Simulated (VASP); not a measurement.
**Ga3Se: single point with PBE**

Ga3Se:

```
Ga Se
1.0
     4.43246    0.00000    0.00000
     0.00000    4.43246    0.00000
     0.00000    0.00000    4.43246
Ga Se
3 1
Cartesian
  0.0000 2.2162 2.2162
  2.2162 0.0000 2.2162
  2.2162 2.2162 0.0000
  0.0000 0.0000 0.0000
```

```yaml
Program: VASP 6.6.1
Task: single point
Functional: PBE
Potentials_or_basis: VASP PAW PBE potentials, release 64 (Ga_d, Se)
Cutoff: 520 eV
k_mesh: 4 × 4 × 4, shifted
Occupations: gaussian, width 0.1 eV
Spin: no spin polarisation
Dipole_correction: no
Further_INCAR_settings: ALGO = Normal; EDIFF = 1e-07; NBANDS = 30
```

```yaml
Pressure: -1.5 GPa
```

Levels at points of the mesh, in eV from the Fermi level:
| k point | band 20 | band 21 | band 22 | band 23 | band 24 | band 25 |
| --- | --- | --- | --- | --- | --- | --- |
| (0.12, 0.12, 0.12) | -2.69 | -1.61 | -1.61 | 0.15 | 1.72 | 1.72 |

Wall time 10 s on 1 thread of Intel(R) Xeon(R) Platinum 8488C (Sapphire Rapids) (shared host), peak memory 0.19 GiB.
